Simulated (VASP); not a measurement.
A run of VASP 6.6.1:

INCAR

```
ALGO     = Normal         # electronic algorithm
EDIFF    = 1E-6           # SCF threshold, eV
ENCUT    = 520            # plane-wave cutoff, eV
GGA      = RE             # functional
ISIF     = 2              # what is computed and relaxed
ISMEAR   = -1             # smearing method
LASPH    = True           # aspherical terms in the spheres
LCHARG   = True           # write CHGCAR
LELF     = True           # ELF
LREAL    = False          # projectors in reciprocal space
LVHAR    = True         
LWAVE    = False          # write WAVECAR
NBANDS   = 9              # bands
NELM     = 60             # most SCF steps
PREC     = Accurate       # precision mode
SIGMA    = 0.1            # smearing width, eV
```

Contents of KPOINTS:

```
k-points
0
Gamma
  18 18 10
```

Contents of POSCAR:

```
Mg
1.0
    3.2237887001      0.0000000000      0.0000000000
   -1.6118943500      2.7918829107      0.0000000000
    0.0000000000      0.0000000000      5.2342154169
Mg
2
Direct
    0.3333333333      0.6666666667      0.2500000000
    0.6666666667      0.3333333333      0.7500000000
```

Potentials or basis: VASP PAW PBE potentials, release 64 (Mg).

The run is started by

```console
$ cat potpaw_PBE.64/Mg/POTCAR > POTCAR
$ mpirun -np 1 vasp_std > vasp.out
```

Hardware: 1 thread of Intel Xeon 6975P-C (shared host).

Task: How long does it take, and how much memory?

Result: It took 32 s on 1 thread of Intel Xeon 6975P-C, with other jobs on the host, peak memory 0.22 GiB. Counts: scf iterations 10, k points 222.
